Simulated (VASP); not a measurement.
# AgH2Se2 (Cmc2_1) in VASP: single point with LDA

Aim: the single point of AgH2Se2 with LDA.

Program: VASP 6.6.1. These are calculated values, not measurements. Logs are shortened: lines on timing, memory, paths and dates and some standing lists are left out, and cuts for length are marked.

## (1) The cell of the first run

The typed cell holds 10 atoms: a = 3.871 Å, b = 6.098 Å, c = 6.054 Å, α = 90.00°, β = 90.00°, γ = 71.49°.

## (2) Single point, LDA

Contents of INCAR:

```
SYSTEM = AgH2Se2
PREC = Accurate
ENCUT = 520
EDIFF = 1E-7
ISMEAR = 0
SIGMA = 0.2328
LREAL = .False.
LASPH = .True.
NELM = 100
ALGO = Normal
ISIF = 2
LWAVE = .False.
LCHARG = .False.
GGA = CA
NBANDS = 36
```

Contents of KPOINTS:

```
Automatic mesh
0
Gamma
  6 6 3
  0 0 0
```

Contents of POSCAR:

```
AgH2Se2
1.0
    3.8710530110     -0.0000001434      0.0000000000
    1.9355262912     -5.7822275954      0.0000000000
    0.0000000000      0.0000000000     -6.0538773547
Ag Se H
2 4 4
Direct
    0.2500189623      0.4999620753      0.8068932913
    0.7499810377      0.5000379247      0.3068932913
    0.6046051972      0.7907896056      0.8378344915
    0.3953948028      0.2092103944      0.3378344915
    0.8954387204      0.2091225591      0.8378115789
    0.1045612796      0.7908774409      0.3378115789
    0.5563255544      0.8873488912      0.6070665326
    0.4436744456      0.1126511088      0.1070665326
    0.9437961941      0.1124076118      0.6070941058
    0.0562038059      0.8875923882      0.1070941058
```

Potentials or basis: VASP PAW LDA potentials, release 64 (Ag, Se, H).

The run is started by

```sh
> cat potpaw_LDA.64/Ag/POTCAR potpaw_LDA.64/Se/POTCAR potpaw_LDA.64/H/POTCAR > POTCAR
> mpirun -np 1 vasp_std > vasp.out
```

OUTCAR:

```text
SYSTEM = AgH2Se2
   PREC = Accurate
   ENCUT = 520
   EDIFF = 1E-7
   ISMEAR = 0
   LREAL = .False.
   LASPH = .True.
   NELM = 100
   ISIF = 2
   GGA = CA

 ion  position               nearest neighbor table
   1  0.250  0.500  0.807-   3 2.57   3 2.57   5 2.57   5 2.57   2 3.59   2 3.59   2 3.59   2 3.59

   2  0.750  0.500  0.307-   4 2.57   4 2.57   6 2.57   6 2.57   1 3.59   1 3.59   1 3.59   1 3.59

   3  0.605  0.791  0.838-   7 1.50   1 2.57   1 2.57
   4  0.395  0.209  0.338-   8 1.50   2 2.57   2 2.57
   5  0.895  0.209  0.838-   9 1.50   1 2.57   1 2.57
   6  0.105  0.791  0.338-  10 1.50   2 2.57   2 2.57
   7  0.556  0.887  0.607-   3 1.50
   8  0.444  0.113  0.107-   4 1.50
   9  0.944  0.112  0.607-   5 1.50
  10  0.056  0.888  0.107-   6 1.50

  LATTYP: Found a base centered orthorhombic cell.
 ALAT       =     3.8710530110
 B/A-ratio  =     2.9874184142
 C/A-ratio  =     1.5638838676

  Lattice vectors:

 A1 = (   1.9355267198,   5.7822274520,   0.0000000000)
 A2 = (   1.9355262912,  -5.7822275954,   0.0000000000)
 A3 = (   0.0000000000,   0.0000000000,  -6.0538773547)

Analysis of symmetry for initial positions (statically):
=====================================================================
 Subroutine PRICEL returns:
 Original cell was already a primitive cell.

 Routine SETGRP: Setting up the symmetry group for a
 base centered orthorhombic supercell.

 Subroutine GETGRP returns: Found  4 space group operations
 (whereof  2 operations were pure point group operations)
 out of a pool of  8 trial point group operations.

The static configuration has the point symmetry C_1h.
 The point group associated with its full space group is C_2v.

Analysis of symmetry for dynamics (positions and initial velocities):
=====================================================================
 Subroutine PRICEL returns:
 Original cell was already a primitive cell.

 Routine SETGRP: Setting up the symmetry group for a
 base centered orthorhombic supercell.

 Subroutine GETGRP returns: Found  4 space group operations
 (whereof  2 operations were pure point group operations)
 out of a pool of  8 trial point group operations.

The dynamic configuration has the point symmetry C_1h.
 The point group associated with its full space group is C_2v.

 Subroutine INISYM returns: Found  4 space group operations
 (whereof  2 operations are pure point group operations),
 and found     1 'primitive' translations

----------------------------------------------------------------------------------------

                                     Primitive cell

  volume of cell :     135.5058

  direct lattice vectors                    reciprocal lattice vectors
     3.871053011 -0.000000143  0.000000000     0.258327646  0.086471856  0.000000000
     1.935526291 -5.782227595  0.000000000    -0.000000006 -0.172943731  0.000000000
     0.000000000  0.000000000 -6.053877355     0.000000000  0.000000000 -0.165183393

  length of vectors
     3.871053011  6.097574763  6.053877355     0.272416142  0.172943731  0.165183393

  position of ions in fractional coordinates (direct lattice)
     0.250018962  0.499962075  0.806893291
     0.749981038  0.500037925  0.306893291
     0.604605197  0.790789606  0.837834491
     0.395394803  0.209210394  0.337834491
     0.895438720  0.209122559  0.837811579
     0.104561280  0.790877441  0.337811579
     0.556325554  0.887348891  0.607066533
     0.443674446  0.112651109  0.107066533
     0.943796194  0.112407612  0.607094106
     0.056203806  0.887592388  0.107094106

  ion indices of the primitive-cell ions
   primitive index   ion index
                 1           1
                 2           2
                 3           3
                 4           4
                 5           5
                 6           6
                 7           7
                 8           8
                 9           9
                10          10

----------------------------------------------------------------------------------------

 KPOINTS: Automatic mesh

Automatic generation of k-mesh.
 Grid dimensions read from file:
 generate k-points for:    6    6    3

 Generating k-lattice:

  Cartesian coordinates                     Fractional coordinates (reciprocal lattice)
     0.043054608  0.014411976  0.000000000     0.166666667  0.000000000  0.000000000
    -0.000000001 -0.028823955  0.000000000    -0.000000000  0.166666667  0.000000000
     0.000000000  0.000000000 -0.055061131     0.000000000  0.000000000  0.333333333

  Length of vectors
     0.045402690  0.028823955  0.055061131

  Shift w.r.t. Gamma in fractional coordinates (k-lattice)
     0.000000000  0.000000000  0.000000000

 Subroutine IBZKPT returns following result:
 ===========================================

 Found     26 irreducible k-points:

 Following reciprocal coordinates:
            Coordinates               Weight
  0.000000  0.000000  0.000000      1.000000
  0.166667 -0.000000  0.000000      4.000000
  0.333333 -0.000000  0.000000      4.000000
  0.500000 -0.000000  0.000000      2.000000
 -0.000000  0.166667  0.000000      2.000000
  0.333333  0.166667  0.000000      2.000000
[... 16 lines left out ...]
 -0.000000  0.333333  0.333333      4.000000
 -0.333333  0.333333  0.333333      4.000000
 [... further k-points ...]
   k-points           NKPTS =     26   k-points in BZ     NKDIM =     26   number of bands    NBANDS=     36
   number of dos      NEDOS =    301   number of ions     NIONS =     10
   total plane-waves  NPLWV =  69120
   dimension x,y,z NGX =    30 NGY =   48 NGZ =   48
   dimension x,y,z NGXF=    60 NGYF=   96 NGZF=   96
   ions per type =               2   4   4
   NGX,Y,Z   is equivalent  to a cutoff of  12.88, 13.09, 13.18 a.u.
   NGXF,Y,Z  is equivalent  to a cutoff of  25.77, 26.17, 26.36 a.u.
 SYSTEM =  AgH2Se2
   PREC   = accura    normal or accurate (medium, high low for compatibility)
   ISTART =      0    job   : 0-new  1-cont  2-samecut
   ICHARG =      2    charge: 1-file 2-atom 10-const
   ISPIN  =      1    spin polarized calculation?
   LNONCOLLINEAR =      F non collinear calculations
   LSORBIT =      F    spin-orbit coupling
   LASPH  =      T    aspherical Exc in radial PAW
   ENCUT  =  520.0 eV  38.22 Ry    6.18 a.u.   7.20 11.34 11.26*2*pi/ulx,y,z
   NELM   =    100;   NELMIN=  2; NELMDL= -5     # of ELM steps
   EDIFF  = 0.1E-06   stopping-criterion for ELM
   LREAL  =      F    real-space projection
   EDIFFG = 0.1E-05   stopping-criterion for IOM
   NSW    =      0    number of steps for IOM
   IBRION =     -1    ionic relax: 0-MD 1-quasi-New 2-CG
   NFREE  =      0    steps in history (QN), initial steepest desc. (CG)
   ISIF   =      2    stress and relaxation
   ISYM   =      2    0-nonsym 1-usesym 2-fastsym
   POTIM  = 0.5000    time-step for ionic-motion
   TEBEG  =    0.0;   TEEND  =   0.0 temperature during run
   PSTRESS=    0.0 pullay stress
   NELECT =      50.0000    total number of electrons
   NUPDOWN=      -1.0000    fix difference up-down
   EMIN   =  10.00;   EMAX   =-10.00  energy-range for DOS
   EFERMI =   0.00;   METHOD = LEGACY
   ISMEAR =     0;   SIGMA  =   0.23  broadening in eV -4-tet -1-fermi 0-gaus
   EFERMI_NEDOS =   21; number of points for ismear=-14 and -15
   IALGO  =     38    algorithm
   IMIX   =      4    mixing-type and parameters
     AMIX     =   0.40;   BMIX     =  1.00
     AMIX_MAG =   1.60;   BMIX_MAG =  1.00
  volume/ion in A,a.u.               =      13.55        91.44
  Fermi-wavevector in a.u.,A,eV,Ry     =   1.174209  2.218934 18.759271  1.378768
  Thomas-Fermi vector in A             =   2.310610
   LORBIT       =      0    0 simple, 1 ext, 2 COOP (PROOUT), +10 PAW based schemes
   GGA     = CA    functional components
   LHFCALC =     F    Hartree Fock is set to
   AEXX    =    0.0000 exact exchange contribution
   IVDW    =     0    specifies the selected vdW correction
   LEPSILON=     F    determine dielectric tensor
   LRPA    =     F    only Hartree local field effects (RPA)
 non-spin polarized calculation
 Gauss-broadening in eV      SIGMA  =   0.23
  energy-cutoff  :      520.00
  volume of cell :      135.51
 maximum number of plane-waves:      3678
 NGX is ok and might be reduce to    30
   NGX = 15   NGY = 23   NGZ = 23

 number of electron      50.0000008 magnetization

 Free energy of the ion-electron system (eV)
  ---------------------------------------------------
  ext. energy  EPLUGINS =         0.00000000
  ---------------------------------------------------
  free energy    TOTEN  =       -37.25736735 eV

  energy without entropy =      -37.19676793  energy(sigma->0) =      -37.22706764

 E-fermi :   5.5531     XC(G=0): -10.8208

 val. band max:        5.5471205416   @ k =  -0.1667   0.1667   0.0000
 cond. band min:       5.5818672848   @ k =  -0.0000   0.1667   0.3333
 fundamental gap:      0.0347467433
 Fermi energy:         5.5530710561

 k-point     1 :       0.0000    0.0000    0.0000
  band No.  band energies     occupation
      1     -10.0761      2.00000
      2      -8.5825      2.00000
      3      -8.0087      2.00000
      4      -7.1699      2.00000
      5      -2.9725      2.00000
      6      -2.0140      2.00000
[... 28 lines left out ...]
     35      13.9721      0.00000
     36      14.1242      0.00000

 k-point     2 :       0.1667   -0.0000    0.0000
  band No.  band energies     occupation
      1      -9.8737      2.00000
      2      -8.4671      2.00000
      3      -8.0309      2.00000
      4      -7.3911      2.00000
      5      -2.7730      2.00000
      6      -1.6988      2.00000
[... 28 lines left out ...]
     35      12.2901      0.00000
     36      13.3701      0.00000
[... 817 lines left out ...]
     35      12.2997      0.00000
     36      13.0540      0.00000

 k-point    24 :      -0.3333    0.3333    0.3333
  band No.  band energies     occupation
      1      -8.8972      2.00000
      2      -8.3581      2.00000
      3      -8.2638      2.00000
      4      -8.1506      2.00000
      5      -1.6719      2.00000
      6      -1.6483      2.00000
[... 28 lines left out ...]
     35      13.6437      0.00000
     36      13.9213      0.00000

 [... further k-points ...]

------------------------ aborting loop because EDIFF is reached ----------------------------------------

  FORCE on cell =-STRESS in cart. coord.  units (eV):
  Direction    XX          YY          ZZ          XY          YZ          ZX
  --------------------------------------------------------------------------------------
  -------------------------------------------------------------------------------------
  Total        4.4158273      4.3996975      4.4892644     -0.0000000      0.0000000      0.0000000
  in kB       52.2113286     52.0206155     53.0796263     -0.0000000      0.0000000      0.0000000
  external PRESSURE =      52.4371901 kB  Pullay stress =       0.0000000 kB

 VOLUME and BASIS-vectors are now :
 -----------------------------------------------------------------------------
  energy-cutoff  :      520.00
  volume of cell :      135.51
      direct lattice vectors                 reciprocal lattice vectors
     3.871053011 -0.000000143  0.000000000     0.258327646  0.086471856  0.000000000
     1.935526291 -5.782227595  0.000000000    -0.000000006 -0.172943731  0.000000000
     0.000000000  0.000000000 -6.053877355     0.000000000  0.000000000 -0.165183393

 POSITION                                       TOTAL-FORCE (eV/Angst)
 -----------------------------------------------------------------------------------
      1.93553     -2.89089     -4.88483         0.000000      0.000058      0.002869
      3.87105     -2.89133     -1.85789        -0.000000     -0.000058      0.002869
      3.87105     -4.57253     -5.07215         0.000000      0.004381     -0.050840
      1.93553     -1.20970     -2.04521        -0.000000     -0.004381     -0.050840
      3.87105     -1.20919     -5.07201        -0.000000     -0.004566     -0.050740
      1.93553     -4.57303     -2.04507         0.000000      0.004566     -0.050740
      3.87105     -5.13085     -3.67511        -0.000000     -0.022441      0.049324
      1.93553     -0.65137     -0.64817         0.000000      0.022441      0.049324
      3.87105     -0.64997     -3.67527         0.000000      0.022247      0.049386
      1.93553     -5.13226     -0.64833        -0.000000     -0.022247      0.049386
 -----------------------------------------------------------------------------------
    total drift:                               -0.000000      0.000000     -0.000075

  FREE ENERGIE OF THE ION-ELECTRON SYSTEM (eV)
  ---------------------------------------------------
  free  energy   TOTEN  =       -37.2573673510 eV

  energy  without entropy=      -37.1967679344  energy(sigma->0) =      -37.22706764
```

Wall time 53 s (1 thread of AMD EPYC 9R45 (Zen 5), shared host); peak memory 0.24 GiB.

Results:

```yaml
Free_energy: -37.2574 eV
Pressure: 5.2 GPa
Largest_force: 0.054 eV/Å
Band_gap_on_the_k_mesh: zero (bands 25 and 26 overlap by 2.05 eV)
```

Forces in eV/Å, atoms in the order of the input:
```
Ag   0.000  0.000  0.003
Ag   0.000  0.000  0.003
Se   0.000  0.004 -0.051
Se   0.000 -0.004 -0.051
Se   0.000 -0.005 -0.051
Se   0.000  0.005 -0.051
H    0.000 -0.022  0.049
H    0.000  0.022  0.049
H    0.000  0.022  0.049
H    0.000 -0.022  0.049
```

Caveat: the cell stands under pressure.

The gap in the log of VASP goes by the Fermi energy; the results here count the filled bands.